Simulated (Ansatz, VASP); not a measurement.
## Mn: VASP beside Ansatz

```xyz
8
Lattice="4.3655 0.0000 0.0000 0.0000 4.3655 0.0000 0.0000 0.0000 4.3655" Properties=species:S:1:pos:R:3 pbc="T T T"
Mn    2.1828    2.1828    2.1828
Mn    0.0000    0.0000    0.0000
Mn    1.0914    0.0000    2.1828
Mn    2.1828    1.0914    0.0000
Mn    2.1828    3.2741    0.0000
Mn    3.2741    0.0000    2.1828
Mn    0.0000    2.1828    3.2741
Mn    0.0000    2.1828    1.0914
```

Alike in both runs: functional PBEsol; k mesh 8 × 8 × 8; occupations gaussian, width 0.1 eV; no spin polarisation.

Ansatz relaxed the structure, and its values are those at the end. VASP's run is a single point on that final structure, the one shown.

|  | VASP | Ansatz |
| --- | --- | --- |
| version | VASP 6.6.1 | Ansatz 0.2.0 |
| potentials or method | VASP PAW PBE potentials, release 64 (Mn_pv), cutoff 520 eV | scalar-relativistic, plane waves, PAW |
| valence electrons in the cell | 104 | 120 |

Ansatz gave:

```
gap on the k mesh at the Fermi level (eV) : none
pressure (GPa)                            : 0.0
```

**Question.** Estimate VASP's values.

**Answer.** gap on the k mesh at the Fermi level (eV): none; pressure (GPa): 0.1.

VASP's potentials were made for PBE, not for PBEsol. A gap of «none» marks a metal or a gap that the smearing closes. The functional is the same, so the differences come from potentials, cutoffs and numerics. VASP's potentials hold 104 valence electrons a cell and Ansatz's 120, so a difference there can come from the potentials and not from the codes.
